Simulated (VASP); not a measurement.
# Nb (Pm-3m) in VASP: a series of runs, part 2 of 2

VASP 6.6.1.

## 6. Density of states, PBE (volume scaled by 0.43)

File POSCAR:

```
Nb
1.0
    2.0544737013      0.0000000000      0.0000000000
    0.0000000000      2.0544737013      0.0000000000
    0.0000000000      0.0000000000      2.0544737013
Nb
1
Direct
    0.0000000000      0.0000000000      0.0000000000
```

File INCAR.step1:

```
PREC     = Accurate       # precision mode
ENCUT    = 520            # plane-wave cutoff, eV
EDIFF    = 1E-7           # SCF threshold, eV
ISMEAR   = -1             # smearing method
SIGMA    = 0.1            # smearing width, eV
LREAL    = F              # projectors in reciprocal space
LASPH    = T              # aspherical terms in the spheres
NELM     = 100            # most SCF steps
ALGO     = Normal         # electronic algorithm
ISIF     = 2              # what is computed and relaxed
LWAVE    = F              # write WAVECAR
LCHARG   = T              # write CHGCAR
LMAXMIX  = 4              # l up to which the mixer works
GGA      = PE             # functional
NBANDS   = 12             # bands
```

File KPOINTS.step1:

```
regular mesh
0
Gamma
  16 16 16
```

File INCAR.step2:

```
PREC     = Accurate       # precision mode
ENCUT    = 520            # plane-wave cutoff, eV
EDIFF    = 1E-7           # SCF threshold, eV
ISMEAR   = -5             # smearing method
SIGMA    = 0.1            # smearing width, eV
LREAL    = F              # projectors in reciprocal space
LASPH    = T              # aspherical terms in the spheres
NELM     = 100            # most SCF steps
ALGO     = Normal         # electronic algorithm
ISIF     = 2              # what is computed and relaxed
LWAVE    = F              # write WAVECAR
LCHARG   = F              # write CHGCAR
LMAXMIX  = 4              # l up to which the mixer works
GGA      = PE             # functional
LORBIT   = 11             # projections on sites
NBANDS   = 12             # bands
NEDOS    = 1001           # points of the DOS
ICHARG   = 11             # starting density
```

File KPOINTS.step2:

```
regular mesh
0
Gamma
  24 24 24
```

Potentials or basis: VASP PAW PBE potentials, release 64 (Nb_sv).

Launch:

```console
$ cat potpaw_PBE.64/Nb_sv/POTCAR > POTCAR
$ cp INCAR.step1 INCAR
$ cp KPOINTS.step1 KPOINTS
$ mpirun -np 1 vasp_std > vasp.out
$ cp INCAR.step2 INCAR
$ cp KPOINTS.step2 KPOINTS
$ mpirun -np 1 vasp_std > vasp.out
```

Run time: 27 s. Hardware: 1 thread of Intel Xeon Platinum 8259CL at 2.50GHz (Skylake/Cascade Lake), shared host; peak memory 0.16 GiB.

Levels at points of the mesh, in eV from the Fermi level:
```tsv
k point	band 4	band 5	band 6	band 7	band 8	band 9	band 10	band 11
(0.00, 0.00, 0.00)	-28.27	-9.01	-9.01	-5.40	11.99	11.99	11.99	23.99
(0.50, 0.00, 0.00)	-26.94	-6.57	-1.48	1.59	1.59	3.03	13.32	13.45
(0.50, 0.50, 0.00)	-25.71	-13.45	-1.31	3.87	3.87	12.06	12.06	18.83
(0.50, 0.50, 0.50)	-34.84	-9.58	-9.58	-9.58	3.40	19.83	19.83	32.19
```

Caveat: the cell differs from its parent crystal (volume scaled by 0.43); tetrahedron occupations give inexact forces and stress in metals.

## 7. Density of states, PBE

This run uses another cell than the first one, of 20.17 Å³/atom, 2.000 times its volume.

File POSCAR:

```
Nb
1.0
    2.7219351117      0.0000000000      0.0000000000
    0.0000000000      2.7219351117      0.0000000000
    0.0000000000      0.0000000000      2.7219351117
Nb
1
Direct
    0.0000000000      0.0000000000      0.0000000000
```

File INCAR.step1:

```
ALGO = Normal
EDIFF = 1E-7
ENCUT = 520
GGA = PE
ISIF = 2
ISMEAR = -1
LASPH = T
LCHARG = T
LMAXMIX = 4
LREAL = F
LWAVE = F
NBANDS = 12
NELM = 80
PREC = Accurate
SIGMA = 0.1
```

File KPOINTS.step1:

```
k-points
0
Gamma
  16 16 16
```

File INCAR.step2:

```
ALGO = Normal
EDIFF = 1E-7
ENCUT = 520
GGA = PE
ICHARG = 11
ISIF = 2
ISMEAR = -5
LASPH = T
LCHARG = F
LMAXMIX = 4
LORBIT = 11
LREAL = F
LWAVE = F
NEDOS = 1001
NELM = 80
PREC = Accurate
SIGMA = 0.1
```

File KPOINTS.step2:

```
k-points
0
Gamma
  24 24 24
```

Potentials or basis: VASP PAW PBE potentials, release 64 (Nb_sv).

Launch:

```console
$ cat potpaw_PBE.64/Nb_sv/POTCAR > POTCAR
$ cp INCAR.step1 INCAR
$ cp KPOINTS.step1 KPOINTS
$ mpirun -np 1 vasp_std > vasp.out
$ cp INCAR.step2 INCAR
$ cp KPOINTS.step2 KPOINTS
$ mpirun -np 1 vasp_std > vasp.out
```

OUTCAR:

```text
EDIFF = 1E-7
   ENCUT = 520
   GGA = PE
   ICHARG = 11
   ISIF = 2
   ISMEAR = -5
   LASPH = T
   LORBIT = 11
   LREAL = F
   NELM = 80
   PREC = Accurate

 ion  position               nearest neighbor table
   1  0.000  0.000  0.000-

  LATTYP: Found a simple cubic cell.
 ALAT       =     2.7219351117

  Lattice vectors:

 A1 = (   2.7219351117,   0.0000000000,   0.0000000000)
 A2 = (   0.0000000000,   2.7219351117,   0.0000000000)
 A3 = (   0.0000000000,   0.0000000000,   2.7219351117)

Analysis of symmetry for initial positions (statically):
=====================================================================
 Subroutine PRICEL returns:
 Original cell was already a primitive cell.

 Routine SETGRP: Setting up the symmetry group for a
 simple cubic supercell.

 Subroutine GETGRP returns: Found 48 space group operations
 (whereof 48 operations were pure point group operations)
 out of a pool of 48 trial point group operations.

The static configuration has the point symmetry O_h .

Analysis of symmetry for dynamics (positions and initial velocities):
=====================================================================
 Subroutine PRICEL returns:
 Original cell was already a primitive cell.

 Routine SETGRP: Setting up the symmetry group for a
 simple cubic supercell.

 Subroutine GETGRP returns: Found 48 space group operations
 (whereof 48 operations were pure point group operations)
 out of a pool of 48 trial point group operations.

The dynamic configuration has the point symmetry O_h .

 Subroutine INISYM returns: Found 48 space group operations
 (whereof 48 operations are pure point group operations),
 and found     1 'primitive' translations

----------------------------------------------------------------------------------------

                                     Primitive cell

  volume of cell :      20.1666

  direct lattice vectors                    reciprocal lattice vectors
     2.721935112  0.000000000  0.000000000     0.367385687  0.000000000  0.000000000
[... 110 lines left out ...]
   LORBIT       =     11    0 simple, 1 ext, 2 COOP (PROOUT), +10 PAW based schemes
   GGA     = PE    functional components
   LHFCALC =     F    Hartree Fock is set to
   AEXX    =    0.0000 exact exchange contribution
   IVDW    =     0    specifies the selected vdW correction
   LEPSILON=     F    determine dielectric tensor
   LRPA    =     F    only Hartree local field effects (RPA)
 non-spin polarized calculation
 Fermi weights with tetrahedron method with Bloechl corrections
  energy-cutoff  :      520.00
  volume of cell :       20.17
 maximum number of plane-waves:       554

 number of electron      12.9999998 magnetization

 Free energy of the ion-electron system (eV)
  ---------------------------------------------------
  ext. energy  EPLUGINS =         0.00000000
  ---------------------------------------------------
  free energy    TOTEN  =        -9.22953492 eV

  energy without entropy =       -9.22953492  energy(sigma->0) =       -9.22953492

 E-fermi :   9.7405     XC(G=0): -11.8067

 val. band max:        9.8519926408   @ k =   0.2500   0.2500   0.2500
 cond. band min:       9.6884380057   @ k =   0.4583   0.2083   0.2083
 fundamental gap:     -0.1635546351
 Fermi energy:         9.7404514628

 k-point     1 :       0.0000    0.0000    0.0000
  band No.  band energies     occupation
      1     -44.9062      2.00000
      2     -20.2008      2.00000
      3     -20.2008      2.00000
      4     -20.2008      2.00000
      5       4.1722      2.00000
      6       7.0032      2.00000
      7       7.0032      2.00000
      8      14.8389      0.00000
      9      14.8389      0.00000
     10      14.8389      0.00000
[... 287 lines left out ...]
 k-point    24 :       0.4583    0.0417    0.0000
  band No.  band energies     occupation
      1     -44.7221      2.00000
      2     -21.6015      2.00000
      3     -20.0956      2.00000
      4     -20.0687      2.00000
      5       7.2318      2.00000
      6       7.9203      2.00000
      7      10.0465     -0.06242
      8      11.6794      0.00000
      9      11.8650      0.00000
     10      15.0987      0.00000

 [... further k-points ...]
[... 5 lines left out ...]
  --------------------------------------------------------------------------------------
  -------------------------------------------------------------------------------------
  Total       -0.0922009     -0.0922009     -0.0922009      0.0000000     -0.0000000      0.0000000
  in kB       -7.3250841     -7.3250841     -7.3250841      0.0000000     -0.0000000      0.0000000
  external PRESSURE =      -7.3250841 kB  Pullay stress =       0.0000000 kB

 VOLUME and BASIS-vectors are now :
 -----------------------------------------------------------------------------
  energy-cutoff  :      520.00
  volume of cell :       20.17
      direct lattice vectors                 reciprocal lattice vectors
     2.721935112  0.000000000  0.000000000     0.367385687  0.000000000  0.000000000
     0.000000000  2.721935112  0.000000000     0.000000000  0.367385687  0.000000000
     0.000000000  0.000000000  2.721935112     0.000000000  0.000000000  0.367385687

 POSITION                                       TOTAL-FORCE (eV/Angst)
 -----------------------------------------------------------------------------------
      0.00000      0.00000      0.00000         0.000000      0.000000      0.000000
 -----------------------------------------------------------------------------------
    total drift:                                0.000000      0.000000     -0.000000

  FREE ENERGIE OF THE ION-ELECTRON SYSTEM (eV)
  ---------------------------------------------------
  free  energy   TOTEN  =        -9.2295349204 eV

  energy  without entropy=       -9.2295349204  energy(sigma->0) =       -9.22953492

 total charge

# of ion       s       p       d       tot
------------------------------------------
    1        2.233   5.961   2.608  10.802
```

OUTCAR.step1:

```text
EDIFF = 1E-7
   ENCUT = 520
   GGA = PE
   ISIF = 2
   ISMEAR = -1
   LASPH = T
[... 574 lines left out ...]

 POSITION                                       TOTAL-FORCE (eV/Angst)
 -----------------------------------------------------------------------------------
      0.00000      0.00000      0.00000         0.000000      0.000000      0.000000
 -----------------------------------------------------------------------------------
    total drift:                                0.000000      0.000000      0.000000

  FREE ENERGIE OF THE ION-ELECTRON SYSTEM (eV)
  ---------------------------------------------------
  free  energy   TOTEN  =        -9.2503924635 eV

  energy  without entropy=       -9.2086962089  energy(sigma->0) =       -9.22954434
```

OSZICAR.step1:

```text
N       E                     dE             d eps       ncg     rms          rms(c)
DAV:   1     0.120226403236E+03    0.12023E+03   -0.71977E+03  3984   0.106E+03
DAV:   2    -0.415841338086E+01   -0.12438E+03   -0.11889E+03  4272   0.384E+02
DAV:   3    -0.918929781740E+01   -0.50309E+01   -0.47661E+01  5684   0.670E+01
DAV:   4    -0.951677700087E+01   -0.32748E+00   -0.32440E+00  5584   0.159E+01
DAV:   5    -0.952951502656E+01   -0.12738E-01   -0.12732E-01  5964   0.255E+00    0.647E+00
DAV:   6    -0.925736895064E+01    0.27215E+00   -0.48513E-01  6276   0.846E+00    0.246E+00
DAV:   7    -0.924325460153E+01    0.14114E-01   -0.11753E-01  6584   0.418E+00    0.933E-01
DAV:   8    -0.925030749752E+01   -0.70529E-02   -0.13127E-02  4444   0.146E+00    0.408E-02
DAV:   9    -0.925038878105E+01   -0.81284E-04   -0.11380E-03  6572   0.262E-01    0.607E-02
DAV:  10    -0.925039955883E+01   -0.10778E-04   -0.18450E-05  4908   0.499E-02    0.420E-02
DAV:  11    -0.925039316535E+01    0.63935E-05   -0.24199E-05  5000   0.843E-02    0.807E-03
DAV:  12    -0.925039293362E+01    0.23173E-06   -0.37803E-07  5100   0.606E-03    0.607E-03
DAV:  13    -0.925039242223E+01    0.51139E-06   -0.43869E-07  4928   0.767E-03    0.196E-04
DAV:  14    -0.925039246345E+01   -0.41226E-07   -0.17632E-08  2552   0.173E-03
   1 F= -.92503925E+01 E0= -.92295443E+01  d E =-.416963E-01
```

Wall time 65 s (1 thread of Intel Xeon Platinum 8259CL at 2.50GHz (Skylake/Cascade Lake), shared host); peak memory 0.21 GiB.

Results:

```
Valence electrons inside the program's atomic spheres : Nb 10.80
```

Caveat: tetrahedron occupations give inexact forces and stress in metals.
